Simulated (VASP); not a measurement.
# Be2Se (Cmmm) in VASP: single point with PBE

Aim: the single point of Be2Se with PBE.

Everything below comes from runs of VASP 6.6.1. Logs are shortened: lines on timing, memory, paths and dates and some standing lists are left out, and cuts for length are marked.

**1. The cell of the first run**

The structure is orthorhombic, space group Cmmm (No. 65). The conventional cell has a = 4.547 Å, b = 5.136 Å, c = 3.477 Å, α = 90.00°, β = 90.00°, γ = 90.00°. Within 3.0 Å of Be (site symmetry 2/m) lie 4 Be at 2.27 to 2.57 Å and 4 Se at 2.44 Å. Se (site symmetry mmm) has 8 Be at 2.44 Å within 3.2 Å.

The cell was built from a structure type or drawn by symmetry, and may not be a known phase.

**2. Single point, PBE**

Input file INCAR:

```
SYSTEM = Be2Se
PREC = Accurate
ENCUT = 600
EDIFF = 1E-6
ISMEAR = 0
SIGMA = 0.2
LREAL = .FALSE.
LASPH = .TRUE.
NELM = 120
ALGO = Normal
ISIF = 2
LWAVE = .FALSE.
LCHARG = .TRUE.
GGA = PE
LELF = .TRUE.
LVHAR = .TRUE.
NBANDS = 12
GGA_COMPAT = .FALSE.
```

Input file KPOINTS:

```
regular mesh
0
G
  5 5 7
  0 0 0
```

Input file POSCAR:

```
Be2Se
1.0
    2.2735619007     -2.5680221392      0.0000000000
    2.2735619007      2.5680221392      0.0000000000
    0.0000000000      0.0000000000      3.4773993270
Be Se
2 1
Direct
    0.5000000000      0.0000000000      0.0000000000
    0.0000000000      0.5000000000      0.0000000000
    0.5000000000      0.5000000000      0.5000000000
```

Potentials or basis: VASP PAW PBE potentials, release 64 (Be, Se).

Run with:

```console
$ cat potpaw_PBE.64/Be/POTCAR potpaw_PBE.64/Se/POTCAR > POTCAR
$ mpirun -np 1 vasp_std > vasp.out
```

OUTCAR:

```text
SYSTEM = Be2Se
   PREC = Accurate
   ENCUT = 600
   EDIFF = 1E-6
   ISMEAR = 0
   LREAL = .FALSE.
   LASPH = .TRUE.
   NELM = 120
   ISIF = 2
   GGA = PE

 ion  position               nearest neighbor table
   1  0.500  0.000  0.000-   2 2.27   2 2.27   3 2.44   3 2.44   3 2.44   3 2.44
   2  0.000  0.500  0.000-   1 2.27   1 2.27   3 2.44   3 2.44   3 2.44   3 2.44
   3  0.500  0.500  0.500-   1 2.44   2 2.44   1 2.44   2 2.44   1 2.44   1 2.44   2 2.44   2 2.44

  LATTYP: Found a base centered orthorhombic cell.
 ALAT       =     4.5471238014
 B/A-ratio  =     1.1295149424
 C/A-ratio  =     0.7647470091

  Lattice vectors:

 A1 = (   2.2735619007,  -2.5680221392,   0.0000000000)
 A2 = (   2.2735619007,   2.5680221392,   0.0000000000)
 A3 = (   0.0000000000,   0.0000000000,   3.4773993270)

Analysis of symmetry for initial positions (statically):
=====================================================================
 Subroutine PRICEL returns:
 Original cell was already a primitive cell.

 Routine SETGRP: Setting up the symmetry group for a
 base centered orthorhombic supercell.

 Subroutine GETGRP returns: Found  8 space group operations
 (whereof  8 operations were pure point group operations)
 out of a pool of  8 trial point group operations.

The static configuration has the point symmetry D_2h.

Analysis of symmetry for dynamics (positions and initial velocities):
=====================================================================
 Subroutine PRICEL returns:
 Original cell was already a primitive cell.

 Routine SETGRP: Setting up the symmetry group for a
 base centered orthorhombic supercell.

 Subroutine GETGRP returns: Found  8 space group operations
 (whereof  8 operations were pure point group operations)
 out of a pool of  8 trial point group operations.

The dynamic configuration has the point symmetry D_2h.

 Subroutine INISYM returns: Found  8 space group operations
 (whereof  8 operations are pure point group operations),
 and found     1 'primitive' translations

----------------------------------------------------------------------------------------

                                     Primitive cell

  volume of cell :      40.6060

  direct lattice vectors                    reciprocal lattice vectors
     2.273561901 -2.568022139  0.000000000     0.219919238 -0.194702371  0.000000000
     2.273561901  2.568022139  0.000000000     0.219919238  0.194702371  0.000000000
     0.000000000  0.000000000  3.477399327     0.000000000  0.000000000  0.287571230

  length of vectors
     3.429842770  3.429842770  3.477399327     0.293723483  0.293723483  0.287571230

  position of ions in fractional coordinates (direct lattice)
     0.500000000  0.000000000  0.000000000
     0.000000000  0.500000000  0.000000000
     0.500000000  0.500000000  0.500000000

  ion indices of the primitive-cell ions
   primitive index   ion index
                 1           1
                 2           2
                 3           3

----------------------------------------------------------------------------------------

 KPOINTS: regular mesh

Automatic generation of k-mesh.
 Grid dimensions read from file:
 generate k-points for:    5    5    7

 Generating k-lattice:

  Cartesian coordinates                     Fractional coordinates (reciprocal lattice)
     0.043983848 -0.038940474  0.000000000     0.200000000  0.000000000  0.000000000
     0.043983848  0.038940474  0.000000000     0.000000000  0.200000000  0.000000000
     0.000000000  0.000000000  0.041081604     0.000000000  0.000000000  0.142857143

  Length of vectors
     0.058744697  0.058744697  0.041081604

  Shift w.r.t. Gamma in fractional coordinates (k-lattice)
     0.000000000  0.000000000  0.000000000

 Subroutine IBZKPT returns following result:
 ===========================================

 Found     36 irreducible k-points:

 Following reciprocal coordinates:
            Coordinates               Weight
  0.000000  0.000000  0.000000      1.000000
  0.200000 -0.000000  0.000000      4.000000
  0.400000 -0.000000  0.000000      4.000000
  0.200000  0.200000  0.000000      2.000000
  0.400000  0.200000  0.000000      4.000000
 -0.400000  0.200000  0.000000      4.000000
[... 16 lines left out ...]
  0.400000  0.200000  0.285714      8.000000
 -0.400000  0.200000  0.285714      8.000000
 [... further k-points ...]
   k-points           NKPTS =     36   k-points in BZ     NKDIM =     36   number of bands    NBANDS=     12
   number of dos      NEDOS =    301   number of ions     NIONS =      3
   total plane-waves  NPLWV =  21952
   dimension x,y,z NGX =    28 NGY =   28 NGZ =   28
   dimension x,y,z NGXF=    56 NGYF=   56 NGZF=   56
   ions per type =               2   1
   NGX,Y,Z   is equivalent  to a cutoff of  13.57, 13.57, 13.39 a.u.
   NGXF,Y,Z  is equivalent  to a cutoff of  27.14, 27.14, 26.77 a.u.
 SYSTEM =  Be2Se
   PREC   = accura    normal or accurate (medium, high low for compatibility)
   ISTART =      0    job   : 0-new  1-cont  2-samecut
   ICHARG =      2    charge: 1-file 2-atom 10-const
   ISPIN  =      1    spin polarized calculation?
   LNONCOLLINEAR =      F non collinear calculations
   LSORBIT =      F    spin-orbit coupling
   LASPH  =      T    aspherical Exc in radial PAW
   ENCUT  =  600.0 eV  44.10 Ry    6.64 a.u.   6.85  6.85  6.95*2*pi/ulx,y,z
   NELM   =    120;   NELMIN=  2; NELMDL= -5     # of ELM steps
   EDIFF  = 0.1E-05   stopping-criterion for ELM
   LREAL  =      F    real-space projection
   EDIFFG = 0.1E-04   stopping-criterion for IOM
   NSW    =      0    number of steps for IOM
   IBRION =     -1    ionic relax: 0-MD 1-quasi-New 2-CG
   NFREE  =      0    steps in history (QN), initial steepest desc. (CG)
   ISIF   =      2    stress and relaxation
   ISYM   =      2    0-nonsym 1-usesym 2-fastsym
   POTIM  = 0.5000    time-step for ionic-motion
   TEBEG  =    0.0;   TEEND  =   0.0 temperature during run
   PSTRESS=    0.0 pullay stress
   NELECT =      10.0000    total number of electrons
   NUPDOWN=      -1.0000    fix difference up-down
   EMIN   =  10.00;   EMAX   =-10.00  energy-range for DOS
   EFERMI =   0.00;   METHOD = LEGACY
   ISMEAR =     0;   SIGMA  =   0.20  broadening in eV -4-tet -1-fermi 0-gaus
   EFERMI_NEDOS =   21; number of points for ismear=-14 and -15
   IALGO  =     38    algorithm
   IMIX   =      4    mixing-type and parameters
     AMIX     =   0.40;   BMIX     =  1.00
     AMIX_MAG =   1.60;   BMIX_MAG =  1.00
  volume/ion in A,a.u.               =      13.54        91.34
  Fermi-wavevector in a.u.,A,eV,Ry     =   1.026151  1.939145 14.326755  1.052987
  Thomas-Fermi vector in A             =   2.160029
   LORBIT       =      0    0 simple, 1 ext, 2 COOP (PROOUT), +10 PAW based schemes
   GGA     = PE    functional components
   LHFCALC =     F    Hartree Fock is set to
   AEXX    =    0.0000 exact exchange contribution
   IVDW    =     0    specifies the selected vdW correction
   LEPSILON=     F    determine dielectric tensor
   LRPA    =     F    only Hartree local field effects (RPA)
 non-spin polarized calculation
 Gauss-broadening in eV      SIGMA  =   0.20
  energy-cutoff  :      600.00
  volume of cell :       40.61
 maximum number of plane-waves:      1368
   NGX = 13   NGY = 13   NGZ = 13

 number of electron      10.0000001 magnetization

 Free energy of the ion-electron system (eV)
  ---------------------------------------------------
  ext. energy  EPLUGINS =         0.00000000
  ---------------------------------------------------
  free energy    TOTEN  =       -10.08668358 eV

  energy without entropy =      -10.05860439  energy(sigma->0) =      -10.07264398

 E-fermi :   5.9448     XC(G=0): -10.0392

 val. band max:        5.9222657406   @ k =  -0.4000   0.4000   0.2857
 cond. band min:       6.0168882167   @ k =   0.2000  -0.0000   0.1429
 fundamental gap:      0.0946224760
 Fermi energy:         5.9447960652

 k-point     1 :       0.0000    0.0000    0.0000
  band No.  band energies     occupation
      1     -10.0034      2.00000
      2       1.2963      2.00000
      3       2.0064      2.00000
      4       2.2967      2.00000
      5       3.7361      2.00000
      6       8.6065      0.00000
      7       8.9702      0.00000
      8      10.3087      0.00000
      9      12.3414      0.00000
     10      13.4681      0.00000
     11      14.4753      0.00000
     12      14.9289      0.00000

 k-point     2 :       0.2000   -0.0000    0.0000
  band No.  band energies     occupation
      1      -9.7603      2.00000
      2       0.0726      2.00000
      3       1.6321      2.00000
      4       2.3902      2.00000
      5       4.6799      2.00000
      6       8.8561      0.00000
      7       9.3451      0.00000
      8      11.1643      0.00000
      9      11.2153      0.00000
     10      11.8231      0.00000
     11      13.9923      0.00000
     12      14.1724      0.00000

 k-point     3 :       0.4000   -0.0000    0.0000
  band No.  band energies     occupation
      1      -9.2878      2.00000
      2      -1.9259      2.00000
      3       2.3391      2.00000
      4       2.8826      2.00000
      5       5.6561      1.95877
      6       7.8428      0.00000
      7       8.6120      0.00000
      8       8.6709      0.00000
      9      10.7721      0.00000
     10      13.7673      0.00000
     11      14.4509      0.00000
     12      15.2147      0.00000
[... 286 lines left out ...]
 k-point    23 :       0.4000    0.2000    0.2857
  band No.  band energies     occupation
      1      -8.4945      2.00000
      2      -0.9778      2.00000
      3      -0.8203      2.00000
      4       1.6043      2.00000
      5       4.0504      2.00000
      6       6.9821      0.00000
      7       9.1970      0.00000
      8      11.2107      0.00000
      9      12.8499      0.00000
     10      13.9589      0.00000
     11      14.7206      0.00000
     12      15.4055      0.00000

 k-point    24 :      -0.4000    0.2000    0.2857
  band No.  band energies     occupation
      1      -8.5410      2.00000
      2      -0.9934      2.00000
      3      -0.7538      2.00000
      4       2.0011      2.00000
      5       3.9935      2.00000
      6       7.5905      0.00000
      7       8.3450      0.00000
      8      10.5267      0.00000
      9      12.8404      0.00000
     10      13.1171      0.00000
     11      14.6161      0.00000
     12      15.2723      0.00000

 [... further k-points ...]

------------------------ aborting loop because EDIFF is reached ----------------------------------------

  FORCE on cell =-STRESS in cart. coord.  units (eV):
  Direction    XX          YY          ZZ          XY          YZ          ZX
  --------------------------------------------------------------------------------------
  -------------------------------------------------------------------------------------
  Total        0.0372277     -0.0378099      0.1529709      0.0000000      0.0000000      0.0000000
  in kB        1.4688804     -1.4918514      6.0357233      0.0000000      0.0000000      0.0000000
  external PRESSURE =       2.0042507 kB  Pullay stress =       0.0000000 kB

 VOLUME and BASIS-vectors are now :
 -----------------------------------------------------------------------------
  energy-cutoff  :      600.00
  volume of cell :       40.61
      direct lattice vectors                 reciprocal lattice vectors
     2.273561901 -2.568022139  0.000000000     0.219919238 -0.194702371  0.000000000
     2.273561901  2.568022139  0.000000000     0.219919238  0.194702371  0.000000000
     0.000000000  0.000000000  3.477399327     0.000000000  0.000000000  0.287571230

 POSITION                                       TOTAL-FORCE (eV/Angst)
 -----------------------------------------------------------------------------------
      1.13678     -1.28401      0.00000        -0.000000     -0.000000      0.000000
      1.13678      1.28401      0.00000        -0.000000     -0.000000      0.000000
      2.27356      0.00000      1.73870         0.000000      0.000000      0.000000
 -----------------------------------------------------------------------------------
    total drift:                                0.000000      0.000000      0.000000

  FREE ENERGIE OF THE ION-ELECTRON SYSTEM (eV)
  ---------------------------------------------------
  free  energy   TOTEN  =       -10.0866835761 eV

  energy  without entropy=      -10.0586043868  energy(sigma->0) =      -10.07264398
```

Wall time 27 s (1 thread of Intel Xeon 8259CL, shared host); peak memory 0.17 GiB.

What came out:

- Free energy: -10.0867 eV
- Pressure: 0.2 GPa
- Band gap on the k mesh: zero (bands 5 and 6 overlap by 2.48 eV)

Stress tensor (GPa, compression positive):
```
 0.15  0.00  0.00
 0.00 -0.15  0.00
 0.00  0.00  0.60
```

Caveat: the k points lie up to 0.37 Å⁻¹ apart, too coarse for converged energies and pressures of a metal.
